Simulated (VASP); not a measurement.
Wanted: the native input for a VASP 6.6.1 run.

```
Task                   : single point
Functional             : PBE
Potentials or basis    : VASP PAW PBE potentials, release 64 (Ti_sv)
Cutoff                 : 520 eV
k mesh                 : 15 × 15 × 15
Occupations            : fermi-dirac, width 0.05 eV
Spin                   : no spin polarisation
Dipole correction      : no
Further INCAR settings : ALGO = Normal; EDIFF = 1e-06; NBANDS = 12
```

The structure of Ti lies in POSCAR:

```
Ti
1.0
   -0.0406000000      2.0097000000      2.0097000000
    2.0097000000     -0.0406000000      2.0097000000
    2.0097000000      2.0097000000     -0.0406000000
Ti
1
Direct
    0.0000000000      0.0000000000      0.0000000000
```

This cell differs from its parent crystal: equal xy, yz and zx shear strains of -2 %.

One way to write it, as run:

INCAR

```
PREC = Accurate
ENCUT = 520
EDIFF = 1E-6
ISMEAR = -1
SIGMA = 0.05
LREAL = False
LASPH = True
NELM = 80
ALGO = Normal
ISIF = 2
LWAVE = False
LCHARG = True
GGA = PE
LELF = True
LVHAR = True
NBANDS = 12
```

KPOINTS

```
Automatic mesh
0
Gamma
  15 15 15
```

Potentials or basis: VASP PAW PBE potentials, release 64 (Ti_sv).

Command:

```console
$ cat potpaw_PBE.64/Ti_sv/POTCAR > POTCAR
$ mpirun -np 1 vasp_std > vasp.out
```

It gave:

The pressure is 4.2 GPa and the band gap on the k mesh is zero (bands 6 and 7 overlap by 1.18 eV).

Caveat: the cell differs from its parent crystal (equal xy, yz and zx shear strains of -2 %); the cell stands under pressure.

Run time: 68 s on 1 thread of Intel Xeon 8259CL (shared host), peak memory 0.19 GiB.
